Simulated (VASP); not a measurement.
Here is a VASP 6.6.1 calculation.

Contents of INCAR:

```
SYSTEM = CoO
PREC = Accurate ; ENCUT = 520
EDIFF = 1E-8 ; ISMEAR = -1
SIGMA = 0.05 ; LREAL = .False.
LASPH = .True. ; NELM = 150
ALGO = Normal ; ISIF = 2
LWAVE = .False. ; LCHARG = .False.
ISPIN = 2 ; MAGMOM = 2 0
LORBIT = 11 ; LMAXMIX = 4
GGA = PE ; LEFG = .True.
NBANDS = 18
```

Contents of KPOINTS:

```
regular mesh
0
Gamma
  16 16 16
  0 0 0
```

The input POSCAR:

```
CoO
1.0
    0.0639450000      2.1634725000      2.1634725000
    2.1634725000      0.0639450000      2.1634725000
    2.1634725000      2.1634725000      0.0639450000
Co O
1 1
Direct
    0.0000000000      0.0000000000      0.0000000000
    0.5000000000      0.5000000000      0.5000000000
```

Potentials or basis: VASP PAW PBE potentials, release 64 (Co, O).

Launch:

```sh
$ cat potpaw_PBE.64/Co/POTCAR potpaw_PBE.64/O/POTCAR > POTCAR
$ mpirun -np 1 vasp_std > vasp.out
```

Estimate the pressure.

-2.5 GPa.

What does it give for the net moment?

2.90 μB per cell.

Estimate the site moments.

Co +2.56; O +0.30 μB.

Stress tensor (GPa, compression positive):
```
-2.49  0.43  0.43
 0.43 -2.49  0.43
 0.43  0.43 -2.49
```

Caveat: the cell differs from its parent crystal (equal xy, yz and zx shear strains of +3 %); without QUAD_EFG the Cq values of the log hold for a quadrupole moment of 1 mb, not for the nuclei; a cell with one magnetic atom can't hold antiferromagnetic order, which such compounds often take.
